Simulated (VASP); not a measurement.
# Ga (Pm-3m) in VASP: notebook, part 2 of 2

VASP 6.6.1. The steps go on from the part before.

### 3 Single point, PBE

INCAR reads:

```
PREC = Accurate
ENCUT = 520
EDIFF = 1E-7
ISMEAR = -1
SIGMA = 0.06122561905347299
LREAL = F
LASPH = T
NELM = 60
ALGO = Normal
ISIF = 2
LWAVE = F
LCHARG = F
GGA = PE
NBANDS = 12
```

KPOINTS reads:

```
regular mesh
0
Gamma
  14 14 14
```

POSCAR reads:

```
Ga
1.0
    2.7559771611      0.0000000000      0.0000000000
    0.0000000000      2.7559771611      0.0000000000
    0.0000000000      0.0000000000      2.7559771611
Ga
1
Direct
    0.0000000000      0.0000000000      0.0000000000
```

Potentials or basis: VASP PAW PBE potentials, release 64 (Ga_d).

The run is started by

```sh
cat potpaw_PBE.64/Ga_d/POTCAR > POTCAR
mpirun -np 1 vasp_std > vasp.out
```

OUTCAR:

```text
PREC = Accurate
   ENCUT = 520
   EDIFF = 1E-7
   ISMEAR = -1
   LREAL = F
   LASPH = T
   NELM = 60
   ISIF = 2
   GGA = PE

 ion  position               nearest neighbor table
   1  0.000  0.000  0.000-

  LATTYP: Found a simple cubic cell.
 ALAT       =     2.7559771611

  Lattice vectors:

 A1 = (   2.7559771611,   0.0000000000,   0.0000000000)
 A2 = (   0.0000000000,   2.7559771611,   0.0000000000)
 A3 = (   0.0000000000,   0.0000000000,   2.7559771611)

Analysis of symmetry for initial positions (statically):
=====================================================================
 Subroutine PRICEL returns:
 Original cell was already a primitive cell.

 Routine SETGRP: Setting up the symmetry group for a
 simple cubic supercell.

 Subroutine GETGRP returns: Found 48 space group operations
 (whereof 48 operations were pure point group operations)
 out of a pool of 48 trial point group operations.

The static configuration has the point symmetry O_h .

Analysis of symmetry for dynamics (positions and initial velocities):
=====================================================================
 Subroutine PRICEL returns:
 Original cell was already a primitive cell.

 Routine SETGRP: Setting up the symmetry group for a
 simple cubic supercell.

 Subroutine GETGRP returns: Found 48 space group operations
 (whereof 48 operations were pure point group operations)
 out of a pool of 48 trial point group operations.

The dynamic configuration has the point symmetry O_h .

 Subroutine INISYM returns: Found 48 space group operations
 (whereof 48 operations are pure point group operations),
 and found     1 'primitive' translations

----------------------------------------------------------------------------------------

                                     Primitive cell

  volume of cell :      20.9328

  direct lattice vectors                    reciprocal lattice vectors
     2.755977161  0.000000000  0.000000000     0.362847709  0.000000000  0.000000000
     0.000000000  2.755977161  0.000000000     0.000000000  0.362847709  0.000000000
     0.000000000  0.000000000  2.755977161     0.000000000  0.000000000  0.362847709

  length of vectors
     2.755977161  2.755977161  2.755977161     0.362847709  0.362847709  0.362847709

  position of ions in fractional coordinates (direct lattice)
     0.000000000  0.000000000  0.000000000

  ion indices of the primitive-cell ions
   primitive index   ion index
                 1           1

----------------------------------------------------------------------------------------

 KPOINTS: regular mesh

Automatic generation of k-mesh.
 Grid dimensions read from file:
 generate k-points for:   14   14   14

 Generating k-lattice:

  Cartesian coordinates                     Fractional coordinates (reciprocal lattice)
     0.025917694  0.000000000  0.000000000     0.071428571  0.000000000  0.000000000
     0.000000000  0.025917694  0.000000000     0.000000000  0.071428571  0.000000000
     0.000000000  0.000000000  0.025917694     0.000000000  0.000000000  0.071428571

  Length of vectors
     0.025917694  0.025917694  0.025917694

  Shift w.r.t. Gamma in fractional coordinates (k-lattice)
     0.000000000  0.000000000  0.000000000

 Subroutine IBZKPT returns following result:
 ===========================================

 Found    120 irreducible k-points:

 Following reciprocal coordinates:
            Coordinates               Weight
  0.000000  0.000000  0.000000      1.000000
  0.071429  0.000000  0.000000      6.000000
  0.142857  0.000000  0.000000      6.000000
  0.214286  0.000000  0.000000      6.000000
  0.285714  0.000000  0.000000      6.000000
  0.357143  0.000000  0.000000      6.000000
[... 16 lines left out ...]
  0.285714  0.214286  0.000000     24.000000
  0.357143  0.214286  0.000000     24.000000
 [... further k-points ...]
   k-points           NKPTS =    120   k-points in BZ     NKDIM =    120   number of bands    NBANDS=     12
   number of dos      NEDOS =    301   number of ions     NIONS =      1
   total plane-waves  NPLWV =   8000
   dimension x,y,z NGX =    20 NGY =   20 NGZ =   20
   dimension x,y,z NGXF=    40 NGYF=   40 NGZF=   40
   ions per type =               1
   NGX,Y,Z   is equivalent  to a cutoff of  12.06, 12.06, 12.06 a.u.
   NGXF,Y,Z  is equivalent  to a cutoff of  24.13, 24.13, 24.13 a.u.
 SYSTEM =  unknown system
   PREC   = accura    normal or accurate (medium, high low for compatibility)
   ISTART =      0    job   : 0-new  1-cont  2-samecut
   ICHARG =      2    charge: 1-file 2-atom 10-const
   ISPIN  =      1    spin polarized calculation?
   LNONCOLLINEAR =      F non collinear calculations
   LSORBIT =      F    spin-orbit coupling
   LASPH  =      T    aspherical Exc in radial PAW
   ENCUT  =  520.0 eV  38.22 Ry    6.18 a.u.   5.12  5.12  5.12*2*pi/ulx,y,z
   NELM   =     60;   NELMIN=  2; NELMDL= -5     # of ELM steps
   EDIFF  = 0.1E-06   stopping-criterion for ELM
   LREAL  =      F    real-space projection
   EDIFFG = 0.1E-05   stopping-criterion for IOM
   NSW    =      0    number of steps for IOM
   IBRION =     -1    ionic relax: 0-MD 1-quasi-New 2-CG
   NFREE  =      0    steps in history (QN), initial steepest desc. (CG)
   ISIF   =      2    stress and relaxation
   ISYM   =      2    0-nonsym 1-usesym 2-fastsym
   POTIM  = 0.5000    time-step for ionic-motion
   TEBEG  =    0.0;   TEEND  =   0.0 temperature during run
   PSTRESS=    0.0 pullay stress
   NELECT =      13.0000    total number of electrons
   NUPDOWN=      -1.0000    fix difference up-down
   EMIN   =  10.00;   EMAX   =-10.00  energy-range for DOS
   EFERMI =   0.00;   METHOD = LEGACY
   ISMEAR =    -1;   SIGMA  =   0.06  broadening in eV -4-tet -1-fermi 0-gaus
   EFERMI_NEDOS =   21; number of points for ismear=-14 and -15
   IALGO  =     38    algorithm
   IMIX   =      4    mixing-type and parameters
     AMIX     =   0.40;   BMIX     =  1.00
     AMIX_MAG =   1.60;   BMIX_MAG =  1.00
  volume/ion in A,a.u.               =      20.93       141.26
  Fermi-wavevector in a.u.,A,eV,Ry     =   1.396734  2.639444 26.543137  1.950866
  Thomas-Fermi vector in A             =   2.520059
   LORBIT       =      0    0 simple, 1 ext, 2 COOP (PROOUT), +10 PAW based schemes
   GGA     = PE    functional components
   LHFCALC =     F    Hartree Fock is set to
   AEXX    =    0.0000 exact exchange contribution
   IVDW    =     0    specifies the selected vdW correction
   LEPSILON=     F    determine dielectric tensor
   LRPA    =     F    only Hartree local field effects (RPA)
 non-spin polarized calculation
  energy-cutoff  :      520.00
  volume of cell :       20.93
 maximum number of plane-waves:       587
   NGX = 11   NGY = 11   NGZ = 11

 number of electron      13.0000001 magnetization

 Free energy of the ion-electron system (eV)
  ---------------------------------------------------
  ext. energy  EPLUGINS =         0.00000000
  ---------------------------------------------------
  free energy    TOTEN  =        -2.82911809 eV

  energy without entropy =       -2.82263515  energy(sigma->0) =       -2.82587662

 E-fermi :   4.4168     XC(G=0): -10.4273

 val. band max:        4.3970477069   @ k =   0.4286   0.4286   0.4286
 cond. band min:       4.4196285063   @ k =   0.3571   0.2857   0.0000
 fundamental gap:      0.0225807995
 Fermi energy:         4.4168214943

 k-point     1 :       0.0000    0.0000    0.0000
  band No.  band energies     occupation
      1     -10.6542      2.00000
      2     -10.6542      2.00000
      3     -10.1913      2.00000
      4     -10.1913      2.00000
      5     -10.1913      2.00000
      6      -5.8702      2.00000
      7      13.0669      0.00000
      8      13.0669      0.00000
      9      13.0669      0.00000
     10      16.0154      0.00000
     11      16.0154      0.00000
     12      18.2407      0.00000
[... 331 lines left out ...]
 k-point    24 :       0.3571    0.2143    0.0000
  band No.  band energies     occupation
      1     -10.5528      2.00000
      2     -10.3752      2.00000
      3     -10.3223      2.00000
      4     -10.2877      2.00000
      5     -10.2297      2.00000
      6      -2.4886      2.00000
      7       3.8219      1.99988
      8       9.3946      0.00000
      9      15.9615      0.00000
     10      16.2544      0.00000
     11      19.8557      0.00000
     12      24.3549      0.00000

 [... further k-points ...]

------------------------ aborting loop because EDIFF is reached ----------------------------------------

  FORCE on cell =-STRESS in cart. coord.  units (eV):
  Direction    XX          YY          ZZ          XY          YZ          ZX
  --------------------------------------------------------------------------------------
  -------------------------------------------------------------------------------------
  Total       -0.2081139     -0.2081139     -0.2081139      0.0000000     -0.0000000     -0.0000000
  in kB      -15.9288653    -15.9288653    -15.9288653      0.0000000     -0.0000000     -0.0000000
  external PRESSURE =     -15.9288653 kB  Pullay stress =       0.0000000 kB

 VOLUME and BASIS-vectors are now :
 -----------------------------------------------------------------------------
  energy-cutoff  :      520.00
  volume of cell :       20.93
      direct lattice vectors                 reciprocal lattice vectors
     2.755977161  0.000000000  0.000000000     0.362847709  0.000000000  0.000000000
     0.000000000  2.755977161  0.000000000     0.000000000  0.362847709  0.000000000
     0.000000000  0.000000000  2.755977161     0.000000000  0.000000000  0.362847709

 POSITION                                       TOTAL-FORCE (eV/Angst)
 -----------------------------------------------------------------------------------
      0.00000      0.00000      0.00000         0.000000      0.000000      0.000000
 -----------------------------------------------------------------------------------
    total drift:                               -0.000000      0.000000      0.000000

  FREE ENERGIE OF THE ION-ELECTRON SYSTEM (eV)
  ---------------------------------------------------
  free  energy   TOTEN  =        -2.8291180862 eV

  energy  without entropy=       -2.8226351538  energy(sigma->0) =       -2.82587662
```

OSZICAR:

```text
N       E                     dE             d eps       ncg     rms          rms(c)
DAV:   1     0.456589922816E+02    0.45659E+02   -0.67030E+03  3032   0.182E+03
DAV:   2    -0.443447331171E+00   -0.46102E+02   -0.44644E+02  3040   0.268E+02
DAV:   3    -0.282619156215E+01   -0.23827E+01   -0.23781E+01  3324   0.481E+01
DAV:   4    -0.284812414731E+01   -0.21933E-01   -0.21930E-01  3316   0.499E+00
DAV:   5    -0.284836596082E+01   -0.24181E-03   -0.24181E-03  3360   0.487E-01    0.849E-01
DAV:   6    -0.283130745556E+01    0.17059E-01   -0.36312E-02  3528   0.361E+00    0.426E-01
DAV:   7    -0.282926648799E+01    0.20410E-02   -0.62629E-03  3972   0.124E+00    0.128E-01
DAV:   8    -0.282911049201E+01    0.15600E-03   -0.65067E-04  3268   0.405E-01    0.138E-02
DAV:   9    -0.282911791381E+01   -0.74218E-05   -0.11237E-05  3396   0.348E-02    0.319E-03
DAV:  10    -0.282911829754E+01   -0.38373E-06   -0.50884E-07  3540   0.959E-03    0.557E-04
DAV:  11    -0.282911811764E+01    0.17990E-06   -0.24686E-08  2104   0.248E-03    0.171E-04
DAV:  12    -0.282911808622E+01    0.31419E-07   -0.34231E-09  1736   0.627E-04
   1 F= -.28291181E+01 E0= -.28258766E+01  d E =-.648293E-02
```

stdout:

```text
POSCAR found type information on POSCAR Ga
 POSCAR found :  1 types and       1 ions
 scaLAPACK will be used
 LDA part: xc-table for (Slater+PW92), standard interpolation
 POSCAR, INCAR and KPOINTS ok, starting setup
 FFT: planning ... GRIDC
 FFT: planning ... GRID_SOFT
 FFT: planning ... GRID
 WAVECAR not read
 entering main loop
```

Wall time 12 s (1 thread of Intel Xeon 6975P-C, shared host); peak memory 0.14 GiB.

Results:

* Free energy: -2.8291 eV
* Pressure: -1.6 GPa

Levels at points of the mesh, in eV from the Fermi level:
```csv
k point,band 3,band 4,band 5,band 6,band 7,band 8,band 9,band 10
"(0.00, 0.00, 0.00)",-14.61,-14.61,-14.61,-10.29,8.65,8.65,8.65,11.60
"(0.50, 0.00, 0.00)",-14.73,-14.73,-14.60,-6.15,-3.91,11.89,11.89,15.16
"(0.50, 0.50, 0.00)",-14.72,-14.72,-14.48,-1.83,-0.61,-0.61,4.21,15.17
"(0.50, 0.50, 0.50)",-14.91,-14.48,-14.48,2.52,2.52,2.52,3.24,8.05
```

### 4 Single point, PBE

This run uses another cell than the first one, of 21.34 Å³/atom, 1.019 times its volume.

INCAR reads:

```
SYSTEM = Ga
PREC = Accurate
ENCUT = 520
EDIFF = 1E-6
ISMEAR = -1
SIGMA = 0.06122561905347299
LREAL = .False.
LASPH = .True.
NELM = 80
ALGO = Normal
ISIF = 2
LWAVE = .False.
LCHARG = .False.
GGA = PE
NBANDS = 12
```

KPOINTS reads:

```
regular mesh
0
Gamma
  14 14 14
  0 0 0
```

POSCAR reads:

```
Ga
1.0
    2.7735316291      0.0000000000      0.0000000000
    0.0000000000      2.7735316291      0.0000000000
    0.0000000000      0.0000000000      2.7735316291
Ga
1
Direct
    0.0000000000      0.0000000000      0.0000000000
```

The run is started by

```sh
cat potpaw_PBE.64/Ga_d/POTCAR > POTCAR
mpirun -np 1 vasp_std > vasp.out
```

Run time: 11 s. Hardware: 1 thread of Intel Xeon 6975P-C, shared host; peak memory 0.15 GiB.

It converged, with:

* Free energy: -2.8242 eV
* Pressure: -2.3 GPa

Levels at points of the mesh, in eV from the Fermi level:
```tsv
k point	band 4	band 5	band 6	band 7	band 8	band 9
(0.00, 0.00, 0.00)	-14.62	-14.62	-10.17	8.52	8.52	8.52
(0.50, 0.00, 0.00)	-14.74	-14.61	-6.13	-3.83	11.68	11.68
(0.50, 0.50, 0.00)	-14.72	-14.50	-1.91	-0.60	-0.60	4.20
(0.50, 0.50, 0.50)	-14.49	-14.49	2.48	2.48	2.48	3.02
```

### 5 Single point, PBE

This run uses another cell than the first one, of 21.34 Å³/atom, 1.019 times its volume.

INCAR reads:

```
  ALGO = Normal
  EDIFF = 1E-6
  ENCUT = 520
  GGA = PE
  ISIF = 2
  ISMEAR = -1
  LASPH = True
  LCHARG = False
  LREAL = False
  LWAVE = False
  NBANDS = 12
  NELM = 80
  PREC = Accurate
  SIGMA = 0.06122561905347299
```

KPOINTS reads:

```
k-points
0
Gamma
  14 14 14
```

POSCAR is that of step 4.

Potentials or basis: VASP PAW PBE potentials, release 64 (Ga_d).

The run is started by

```sh
cat potpaw_PBE.64/Ga_d/POTCAR > POTCAR
mpirun -np 1 vasp_std > vasp.out
```

OUTCAR:

```text
EDIFF = 1E-6
   ENCUT = 520
   GGA = PE
   ISIF = 2
   ISMEAR = -1
   LASPH = True
   LREAL = False
   NELM = 80
   PREC = Accurate

 ion  position               nearest neighbor table
   1  0.000  0.000  0.000-

  LATTYP: Found a simple cubic cell.
 ALAT       =     2.7735316291

  Lattice vectors:

 A1 = (   2.7735316291,   0.0000000000,   0.0000000000)
 A2 = (   0.0000000000,   2.7735316291,   0.0000000000)
 A3 = (   0.0000000000,   0.0000000000,   2.7735316291)

Analysis of symmetry for initial positions (statically):
=====================================================================
 Subroutine PRICEL returns:
 Original cell was already a primitive cell.

 Routine SETGRP: Setting up the symmetry group for a
 simple cubic supercell.

 Subroutine GETGRP returns: Found 48 space group operations
 (whereof 48 operations were pure point group operations)
 out of a pool of 48 trial point group operations.

The static configuration has the point symmetry O_h .

Analysis of symmetry for dynamics (positions and initial velocities):
=====================================================================
[... 167 lines left out ...]
      3     -10.3434      2.00000
      4     -10.3434      2.00000
      5     -10.3434      2.00000
      6      -5.8995      2.00000
      7      12.7894      0.00000
      8      12.7894      0.00000
      9      12.7894      0.00000
     10      15.7468      0.00000
     11      15.7468      0.00000
     12      17.8701      0.00000
[... 331 lines left out ...]
 k-point    24 :       0.3571    0.2143    0.0000
  band No.  band energies     occupation
      1     -10.6882      2.00000
      2     -10.5181      2.00000
      3     -10.4670      2.00000
      4     -10.4353      2.00000
      5     -10.3800      2.00000
      6      -2.5742      2.00000
      7       3.6825      1.99987
      8       9.1620      0.00000
      9      15.6903      0.00000
     10      15.9087      0.00000
     11      19.5275      0.00000
     12      23.9736      0.00000

 [... further k-points ...]

------------------------ aborting loop because EDIFF is reached ----------------------------------------

  FORCE on cell =-STRESS in cart. coord.  units (eV):
  Direction    XX          YY          ZZ          XY          YZ          ZX
  --------------------------------------------------------------------------------------
  -------------------------------------------------------------------------------------
  Total       -0.3112774     -0.3112774     -0.3112774      0.0000000      0.0000000      0.0000000
  in kB      -23.3753880    -23.3753880    -23.3753880      0.0000000      0.0000000      0.0000000
  external PRESSURE =     -23.3753880 kB  Pullay stress =       0.0000000 kB

 VOLUME and BASIS-vectors are now :
 -----------------------------------------------------------------------------
  energy-cutoff  :      520.00
  volume of cell :       21.34
      direct lattice vectors                 reciprocal lattice vectors
     2.773531629  0.000000000  0.000000000     0.360551143  0.000000000  0.000000000
     0.000000000  2.773531629  0.000000000     0.000000000  0.360551143  0.000000000
     0.000000000  0.000000000  2.773531629     0.000000000  0.000000000  0.360551143

 POSITION                                       TOTAL-FORCE (eV/Angst)
 -----------------------------------------------------------------------------------
      0.00000      0.00000      0.00000         0.000000      0.000000      0.000000
 -----------------------------------------------------------------------------------
    total drift:                                0.000000     -0.000000      0.000000

  FREE ENERGIE OF THE ION-ELECTRON SYSTEM (eV)
  ---------------------------------------------------
  free  energy   TOTEN  =        -2.8242296473 eV

  energy  without entropy=       -2.8176923590  energy(sigma->0) =       -2.82096100
```

It took 9.7 s on 1 thread of Intel Xeon 6975P-C, shared host; peak memory 0.15 GiB.

What came out:

```
Free energy : -2.8242 eV
Pressure    : -2.3 GPa
```
